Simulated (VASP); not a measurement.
Runs of VASP 6.6.1 on NaCl. The structure is that of space group Fm-3m (No. 225), or close to it. The cells are those of the table. 

```tsv
task	cell	cutoff (eV)	smearing	gap on the mesh (eV)	pressure (GPa)	relaxed volume (Å³/atom)
relaxation of cell and atoms	relaxed from a = 3.864 Å, angles 60.0°, 2 atoms	600	gaussian 0.01 eV	5.08	0.0	(a)
single point	a = 3.864 Å, angles 60.0°, 2 atoms	520	gaussian 0.02 eV	5.08	0.0	-
single point	a = 3.864 Å, angles 60.0°, 2 atoms	520	gaussian 0.01 eV	5.08	0.0	-
relaxation of cell and atoms	relaxed from a = 3.864 Å, angles 60.0°, 2 atoms	600	gaussian 0.02 eV	5.08	0.0	20.42
```

Alike in all rows: level LDA; potentials or basis VASP PAW LDA potentials, release 64 (Na_pv, Cl); no spin polarisation; k mesh 8 × 8 × 8.

Task: Fill in the values left out.

Result: (a) 20.41.

